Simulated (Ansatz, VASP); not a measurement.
# Two plane-wave programs on H

Contents of INCAR:

```
SYSTEM = H
  PREC = Accurate
  ENCUT = 500
  EDIFF = 1E-6
  ISMEAR = 0
  SIGMA = 0.02
  LREAL = .False.
  LASPH = .True.
  NELM = 120
  ALGO = Normal
  ISIF = 2
  LWAVE = .False.
  LCHARG = .False.
  GGA = PE
  NBANDS = 10
  GGA_COMPAT = .False.
```

The input KPOINTS:

```
Automatic mesh
0
Gamma
  8 8 4
  0 0 0
```

POSCAR

```
H
1.0
    1.6485318600     -2.7316882300      0.0000000000
    1.6485318600      2.7316882300      0.0000000000
    0.0000000000      0.0000000000      6.3137686200
H
4
Direct
    0.5678085000      0.4321915000      1.0232725517
    0.4321915000      0.5678085000      0.0004850500
    0.4321915000      0.5678085000      0.4995149500
    0.5678085000      0.4321915000      0.5004850500
```

Input for Ansatz:

```yaml
crystal:
  lattice:
    - [1.64853186, -2.73168823, 0.0]
    - [1.64853186, 2.73168823, 0.0]
    - [0.0, 0.0, 6.31376862]
  atoms:
    - { symbol: H, position: [0.5678085, 0.4321915, 1.0232725517] }
    - { symbol: H, position: [0.4321915, 0.5678085, 0.00048505] }
    - { symbol: H, position: [0.4321915, 0.5678085, 0.49951495] }
    - { symbol: H, position: [0.5678085, 0.4321915, 0.50048505] }
basis:
  ecutwfc: 420
kpoints:
  mp_grid: { grid: [8, 8, 4] }
hamiltonian:
  xc: pbe
scf:
  occupations: { method: gaussian, width: 0.02 }
output:
  forces: true
  stress: true
  eigenvalues: true
  populations: true
```

Change from the starting cell: one atom moved.

Alike in both runs: task single point; functional PBE; k mesh 8 × 8 × 4; occupations gaussian, width 0.02 eV; no spin polarisation.

|  | VASP | Ansatz |
| --- | --- | --- |
| version | VASP 6.6.1 | Ansatz 0.2.0 |
| potentials or method | VASP PAW PBE potentials, release 64 (H), cutoff 500 eV | scalar-relativistic, plane waves, PAW |
| valence electrons in the cell | 4 | 4 |

|  | VASP | Ansatz | Ansatz less VASP |
| --- | --- | --- | --- |
| gap on the k mesh at the Fermi level (eV) | 8.25 | 8.25 | +0.002 |
| least direct gap on the mesh (eV) | 8.25 | 8.25 | +0.002 |
| pressure (GPa) | 0.1 | 0.3 | +0.23 |
| traceless stress, the component that is largest in VASP (GPa) | 0.12 | 0.18 | +0.058 |
| rms of the force components (eV/Å) | 0.144 | 0.146 | +0.0021 |

Atom by atom the forces differ by 0.005 eV/Å (rms over components).
